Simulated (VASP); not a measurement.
# CuO (C2/c) in VASP: single point with PBE

Aim: the single point of CuO with PBE.

Program: VASP 6.6.1. These are calculated values, not measurements. Logs are shortened: lines on timing, memory, paths and dates and some standing lists are left out, and cuts for length are marked.

## (1) The cell of the first run

The structure is monoclinic, space group C2/c (No. 15). The conventional cell has a = 4.684 Å, b = 3.423 Å, c = 5.129 Å, α = 90.00°, β = 99.54°, γ = 90.00°. Within 2.5 Å of Cu (site symmetry -1) lie 4 O at 1.92 to 1.98 Å. O (site symmetry 2) has 4 Cu at 1.92 to 1.98 Å within 2.5 Å.

## (2) Single point, PBE

INCAR reads:

```
SYSTEM = CuO
  PREC = Accurate
  ENCUT = 600
  EDIFF = 1E-6
  ISMEAR = 0
  SIGMA = 0.05
  LREAL = .FALSE.
  LASPH = .TRUE.
  NELM = 120
  ALGO = Normal
  ISIF = 2
  LWAVE = .FALSE.
  LCHARG = .FALSE.
  GGA = PE
  NBANDS = 25
  GGA_COMPAT = .FALSE.
```

KPOINTS reads:

```
regular mesh
0
G
  12 12 8
  0 0 0
```

POSCAR reads:

```
CuO
1.0
    2.3418500000     -1.7113000000      0.0000000000
    2.3418500000      1.7113000000      0.0000000000
   -0.8500274268      0.0000000000      5.0578693947
Cu O
2 2
Direct
    0.0000000000      0.5000000000      0.0000000000
    0.5000000000      0.0000000000      0.5000000000
    0.5664008936      0.4335991064      0.2500000000
    0.4335991064      0.5664008936      0.7500000000
```

Potentials or basis: VASP PAW PBE potentials, release 64 (Cu, O).

Launch:

```console
> cat potpaw_PBE.64/Cu/POTCAR potpaw_PBE.64/O/POTCAR > POTCAR
> mpirun -np 1 vasp_std > vasp.out
```

OUTCAR:

```text
SYSTEM = CuO
   PREC = Accurate
   ENCUT = 600
   EDIFF = 1E-6
   ISMEAR = 0
   LREAL = .FALSE.
   LASPH = .TRUE.
   NELM = 120
   ISIF = 2
   GGA = PE

 ion  position               nearest neighbor table
   1  0.000  0.500  0.000-   3 1.92   4 1.92   4 1.98   3 1.98
   2  0.500  0.000  0.500-   4 1.92   3 1.92   4 1.98   3 1.98
   3  0.566  0.434  0.250-   2 1.92   1 1.92   2 1.98   1 1.98
   4  0.434  0.566  0.750-   1 1.92   2 1.92   2 1.98   1 1.98

  LATTYP: Found a base centered monoclinic cell.
 ALAT       =     4.6837000000
 B/A-ratio  =     0.7307470589
 C/A-ratio  =     1.0950317057
 COS(beta)  =    -0.1657361228

  Lattice vectors:

 A1 = (   2.3418500000,  -1.7113000000,   0.0000000000)
 A2 = (   2.3418500000,   1.7113000000,   0.0000000000)
 A3 = (  -0.8500274268,   0.0000000000,   5.0578693947)

Analysis of symmetry for initial positions (statically):
=====================================================================
 Subroutine PRICEL returns:
 Original cell was already a primitive cell.

 Routine SETGRP: Setting up the symmetry group for a
 base centered monoclinic supercell.

 Subroutine GETGRP returns: Found  4 space group operations
 (whereof  2 operations were pure point group operations)
 out of a pool of  4 trial point group operations.

The static configuration has the point symmetry S_2 .
 The point group associated with its full space group is C_2h.

Analysis of symmetry for dynamics (positions and initial velocities):
=====================================================================
 Subroutine PRICEL returns:
 Original cell was already a primitive cell.

 Routine SETGRP: Setting up the symmetry group for a
 base centered monoclinic supercell.

 Subroutine GETGRP returns: Found  4 space group operations
 (whereof  2 operations were pure point group operations)
 out of a pool of  4 trial point group operations.

The dynamic configuration has the point symmetry S_2 .
 The point group associated with its full space group is C_2h.

 Subroutine INISYM returns: Found  4 space group operations
 (whereof  2 operations are pure point group operations),
 and found     1 'primitive' translations

----------------------------------------------------------------------------------------

                                     Primitive cell

  volume of cell :      40.5399

  direct lattice vectors                    reciprocal lattice vectors
     2.341850000 -1.711300000  0.000000000     0.213506416 -0.292175539  0.035881968
     2.341850000  1.711300000  0.000000000     0.213506416  0.292175539  0.035881968
    -0.850027427  0.000000000  5.057869395     0.000000000  0.000000000  0.197711709

  length of vectors
     2.900484289  2.900484289  5.128800000     0.363646877  0.363646877  0.197711709

  position of ions in fractional coordinates (direct lattice)
     0.000000000  0.500000000  0.000000000
     0.500000000  0.000000000  0.500000000
     0.566400894  0.433599106  0.250000000
     0.433599106  0.566400894  0.750000000

  ion indices of the primitive-cell ions
   primitive index   ion index
                 1           1
                 2           2
                 3           3
                 4           4

----------------------------------------------------------------------------------------

 KPOINTS: regular mesh

Automatic generation of k-mesh.
 Grid dimensions read from file:
 generate k-points for:   12   12    8

 Generating k-lattice:

  Cartesian coordinates                     Fractional coordinates (reciprocal lattice)
     0.017792201 -0.024347962  0.002990164     0.083333333  0.000000000 -0.000000000
     0.017792201  0.024347962  0.002990164     0.000000000  0.083333333 -0.000000000
     0.000000000  0.000000000  0.024713964     0.000000000  0.000000000  0.125000000

  Length of vectors
     0.030303906  0.030303906  0.024713964

  Shift w.r.t. Gamma in fractional coordinates (k-lattice)
     0.000000000  0.000000000  0.000000000

 Subroutine IBZKPT returns following result:
 ===========================================

 Found    320 irreducible k-points:

 Following reciprocal coordinates:
            Coordinates               Weight
  0.000000  0.000000  0.000000      1.000000
  0.083333 -0.000000 -0.000000      4.000000
  0.166667 -0.000000  0.000000      4.000000
  0.250000 -0.000000 -0.000000      4.000000
  0.333333 -0.000000  0.000000      4.000000
  0.416667 -0.000000  0.000000      4.000000
[... 16 lines left out ...]
  0.500000  0.166667 -0.000000      4.000000
 -0.416667  0.166667  0.000000      4.000000
 [... further k-points ...]
   k-points           NKPTS =    320   k-points in BZ     NKDIM =    320   number of bands    NBANDS=     25
   number of dos      NEDOS =    301   number of ions     NIONS =      4
   total plane-waves  NPLWV =  24192
   dimension x,y,z NGX =    24 NGY =   24 NGZ =   42
   dimension x,y,z NGXF=    48 NGYF=   48 NGZF=   84
   ions per type =               2   2
   NGX,Y,Z   is equivalent  to a cutoff of  13.76, 13.76, 13.61 a.u.
   NGXF,Y,Z  is equivalent  to a cutoff of  27.51, 27.51, 27.23 a.u.
 SYSTEM =  CuO
   PREC   = accura    normal or accurate (medium, high low for compatibility)
   ISTART =      0    job   : 0-new  1-cont  2-samecut
   ICHARG =      2    charge: 1-file 2-atom 10-const
   ISPIN  =      1    spin polarized calculation?
   LNONCOLLINEAR =      F non collinear calculations
   LSORBIT =      F    spin-orbit coupling
   LASPH  =      T    aspherical Exc in radial PAW
   ENCUT  =  600.0 eV  44.10 Ry    6.64 a.u.   5.79  5.79 10.24*2*pi/ulx,y,z
   NELM   =    120;   NELMIN=  2; NELMDL= -5     # of ELM steps
   EDIFF  = 0.1E-05   stopping-criterion for ELM
   LREAL  =      F    real-space projection
[... 7 lines left out ...]
   TEBEG  =    0.0;   TEEND  =   0.0 temperature during run
   PSTRESS=    0.0 pullay stress
   NELECT =      34.0000    total number of electrons
   NUPDOWN=      -1.0000    fix difference up-down
   EMIN   =  10.00;   EMAX   =-10.00  energy-range for DOS
   EFERMI =   0.00;   METHOD = LEGACY
   ISMEAR =     0;   SIGMA  =   0.05  broadening in eV -4-tet -1-fermi 0-gaus
   EFERMI_NEDOS =   21; number of points for ismear=-14 and -15
   IALGO  =     38    algorithm
   IMIX   =      4    mixing-type and parameters
     AMIX     =   0.40;   BMIX     =  1.00
     AMIX_MAG =   1.60;   BMIX_MAG =  1.00
  volume/ion in A,a.u.               =      10.13        68.39
  Fermi-wavevector in a.u.,A,eV,Ry     =   1.543856  2.917465 32.429379  2.383492
  Thomas-Fermi vector in A             =   2.649460
   LORBIT       =      0    0 simple, 1 ext, 2 COOP (PROOUT), +10 PAW based schemes
   GGA     = PE    functional components
   LHFCALC =     F    Hartree Fock is set to
   AEXX    =    0.0000 exact exchange contribution
   IVDW    =     0    specifies the selected vdW correction
   LEPSILON=     F    determine dielectric tensor
   LRPA    =     F    only Hartree local field effects (RPA)
 non-spin polarized calculation
 Gauss-broadening in eV      SIGMA  =   0.05
  energy-cutoff  :      600.00
  volume of cell :       40.54
 maximum number of plane-waves:      1366
   NGX = 11   NGY = 11   NGZ = 21

 number of electron      33.9999984 magnetization

 Free energy of the ion-electron system (eV)
  ---------------------------------------------------
  ext. energy  EPLUGINS =         0.00000000
  ---------------------------------------------------
  free energy    TOTEN  =       -19.53738140 eV

  energy without entropy =      -19.53406904  energy(sigma->0) =      -19.53572522

 E-fermi :   5.7559     XC(G=0): -11.9056

 val. band max:        5.7533166061   @ k =   0.1667  -0.0000   0.0000
 cond. band min:       5.7606728541   @ k =  -0.1667   0.2500   0.3750
 fundamental gap:      0.0073562480
 Fermi energy:         5.7559118834

 k-point     1 :       0.0000    0.0000    0.0000
  band No.  band energies     occupation
      1     -14.2612      2.00000
      2     -12.9050      2.00000
      3      -2.5005      2.00000
      4       0.1101      2.00000
      5       0.5290      2.00000
      6       2.3475      2.00000
[... 17 lines left out ...]
     24      21.9006      0.00000
     25      22.3814      0.00000

 k-point     2 :       0.0833   -0.0000   -0.0000
  band No.  band energies     occupation
      1     -14.2144      2.00000
      2     -12.8901      2.00000
      3      -2.4237      2.00000
      4       0.0977      2.00000
      5       0.5092      2.00000
      6       1.7504      2.00000
[... 17 lines left out ...]
     24      21.7612      0.00000
     25      22.6910      0.00000

 k-point     3 :       0.1667   -0.0000    0.0000
  band No.  band energies     occupation
      1     -14.0832      2.00000
      2     -12.8488      2.00000
      3      -2.2099      2.00000
      4       0.0554      2.00000
      5       0.4552      2.00000
      6       0.8631      2.00000
[... 17 lines left out ...]
     24      21.0970      0.00000
     25      22.2957      0.00000

 k-point     4 :       0.2500   -0.0000   -0.0000
  band No.  band energies     occupation
      1     -13.8955      2.00000
      2     -12.7913      2.00000
      3      -1.9101      2.00000
      4      -0.1128      2.00000
      5      -0.0046      2.00000
      6       0.5002      2.00000
[... 17 lines left out ...]
     24      20.2652      0.00000
     25      21.8926      0.00000

 k-point     5 :       0.3333   -0.0000    0.0000
  band No.  band energies     occupation
      1     -13.6968      2.00000
      2     -12.7325      2.00000
      3      -1.6072      2.00000
      4      -0.8680      2.00000
      5      -0.0524      2.00000
      6       0.4950      2.00000
[... 17 lines left out ...]
     24      19.4354      0.00000
     25      21.5024      0.00000

 k-point     6 :       0.4167   -0.0000    0.0000
  band No.  band energies     occupation
      1     -13.5432      2.00000
      2     -12.6888      2.00000
      3      -1.4302      2.00000
      4      -1.3391      2.00000
      5      -0.0553      2.00000
      6       0.5042      2.00000
[... 17 lines left out ...]
     24      18.8617      0.00000
     25      21.1988      0.00000
[... 393 lines left out ...]
 k-point    21 :       0.3333    0.1667   -0.0000
  band No.  band energies     occupation
      1     -13.6255      2.00000
      2     -12.7368      2.00000
      3      -1.4388      2.00000
      4      -0.6304      2.00000
      5       0.1758      2.00000
      6       0.4600      2.00000
[... 17 lines left out ...]
     24      19.9259      0.00000
     25      21.3387      0.00000

 k-point    22 :       0.4167    0.1667   -0.0000
  band No.  band energies     occupation
      1     -13.4606      2.00000
      2     -12.6874      2.00000
      3      -1.2370      2.00000
      4      -1.1312      2.00000
      5       0.1898      2.00000
      6       0.4170      2.00000
[... 17 lines left out ...]
     24      19.0172      0.00000
     25      20.6859      0.00000

 k-point    23 :       0.5000    0.1667   -0.0000
  band No.  band energies     occupation
      1     -13.3703      2.00000
      2     -12.6555      2.00000
      3      -1.4242      2.00000
      4      -1.0721      2.00000
      5       0.1236      2.00000
      6       0.3956      2.00000
[... 17 lines left out ...]
     24      18.2127      0.00000
     25      20.1242      0.00000

 k-point    24 :      -0.4167    0.1667    0.0000
  band No.  band energies     occupation
      1     -13.3854      2.00000
      2     -12.6504      2.00000
      3      -1.3313      2.00000
      4      -1.1074      2.00000
      5      -0.0003      2.00000
      6       0.3582      2.00000
[... 17 lines left out ...]
     24      18.2555      0.00000
     25      19.7258      0.00000

 [... further k-points ...]

------------------------ aborting loop because EDIFF is reached ----------------------------------------

  FORCE on cell =-STRESS in cart. coord.  units (eV):
  Direction    XX          YY          ZZ          XY          YZ          ZX
  --------------------------------------------------------------------------------------
  -------------------------------------------------------------------------------------
  Total        1.6555231      2.2674971      1.9972733      0.0000000      0.0000000      0.2456279
  in kB       65.4279030     89.6137152     78.9342071      0.0000000      0.0000000      9.7074571
  external PRESSURE =      77.9919417 kB  Pullay stress =       0.0000000 kB

 VOLUME and BASIS-vectors are now :
 -----------------------------------------------------------------------------
  energy-cutoff  :      600.00
  volume of cell :       40.54
      direct lattice vectors                 reciprocal lattice vectors
     2.341850000 -1.711300000  0.000000000     0.213506416 -0.292175539  0.035881968
     2.341850000  1.711300000  0.000000000     0.213506416  0.292175539  0.035881968
    -0.850027427  0.000000000  5.057869395     0.000000000  0.000000000  0.197711709

 POSITION                                       TOTAL-FORCE (eV/Angst)
 -----------------------------------------------------------------------------------
      1.17092      0.85565      0.00000        -0.000000      0.000000      0.000000
      0.74591     -0.85565      2.52893        -0.000000      0.000000      0.000000
      2.12934     -0.22726      1.26447        -0.000000     -0.051961      0.000000
      1.70433      0.22726      3.79340         0.000000      0.051961      0.000000
 -----------------------------------------------------------------------------------
    total drift:                                0.000000     -0.000000     -0.000000

  FREE ENERGIE OF THE ION-ELECTRON SYSTEM (eV)
  ---------------------------------------------------
  free  energy   TOTEN  =       -19.5373813955 eV

  energy  without entropy=      -19.5340690434  energy(sigma->0) =      -19.53572522
```

It took 7.2 min on 1 thread of Oxide Virtual Turin-like, shared host; peak memory 0.39 GiB.

What came out:

| Quantity | Value |
| --- | --- |
| Free energy | -19.5374 eV |
| Pressure | 7.8 GPa |
| Largest force | 0.052 eV/Å |
| Band gap on the k mesh | zero (bands 17 and 18 overlap by 0.77 eV) |

Forces in eV/Å, atoms in the order of the input:
```
Cu   0.000  0.000  0.000
Cu   0.000  0.000  0.000
O    0.000 -0.052  0.000
O    0.000  0.052  0.000
```

Caveat: the cell stands under pressure; semilocal functionals often make such compounds metallic where correlation or magnetic order opens a gap, which also shifts bond lengths.
